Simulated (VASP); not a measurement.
# C: single point with revPBE

C:

```
C
1.0
     1.77549    0.00000    0.00000
     0.00000    1.77549    0.00000
     0.00000    0.00000    1.77549
C
1
Direct
  0.00000 0.00000 0.00000
```

```
Program                : VASP 6.6.1
Task                   : single point
Functional             : revPBE
Potentials or basis    : VASP PAW PBE potentials, release 64 (C)
Cutoff                 : 520 eV
k mesh                 : 29 × 29 × 29
Occupations            : fermi-dirac, width 0.1 eV
Spin                   : no spin polarisation
Dipole correction      : no
Further INCAR settings : ALGO = Normal; EDIFF = 1e-07; NBANDS = 8
```

```yaml
Pressure: 3.1 GPa
Band_gap_on_the_k_mesh: zero (band 2 reaches 20.25 eV, above the bottom of band 3 at 8.21 eV)
```

Levels at points of the mesh, in eV from the Fermi level:
```
           k point  band 1  band 2  band 3  band 4  band 5  band 6  band 7
(0.00, 0.00, 0.00)  -22.14    9.35    9.35    9.35   25.38   25.38   31.02
```

Wall time 22 s on 1 thread of AMD EPYC 7R43 64-Core Processor (Zen 3), on a shared host, peak memory 0.09 GiB.

Caveat: the PAW data sets were made with another functional, which shifts forces and pressure a little.
